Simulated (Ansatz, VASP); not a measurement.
# CoO: VASP beside Ansatz

```
CELL_PARAMETERS angstrom
0.00000 2.13150 2.13150
2.13150 0.00000 2.13150
2.13150 2.13150 0.00000
ATOMIC_POSITIONS crystal
Co 0.00000 0.00000 0.00000
O 0.50000 0.50000 0.50000
```

Alike in both runs: task single point; functional PBE; k mesh 10 × 10 × 10; occupations gaussian, width 0.05 eV; collinear spin; Hubbard terms Co d U = 3.3 eV.

```csv
,VASP,Ansatz
version,VASP 6.6.1,Ansatz 0.2.0
potentials or method,"VASP PAW PBE potentials, release 64 (Co_sv, O), cutoff 600 eV","scalar-relativistic, plane waves, PAW"
valence electrons in the cell,23,23
```

|  | VASP | Ansatz | Ansatz less VASP |
| --- | --- | --- | --- |
| pressure (GPa) | -2.6 | 8.2 | +10.82 |
| net moment per atom (μB) | 1.50 | 1.50 | 0.000 |
| size of the moment on the site where the two differ most (μB) | 2.69 | 2.60 | -0.087 |

Site moments also hang on the region over which each program counts them. The programs project onto different local orbitals, so the same U acts differently, and such runs can settle in different states. Ansatz's warnings: stability check not made.
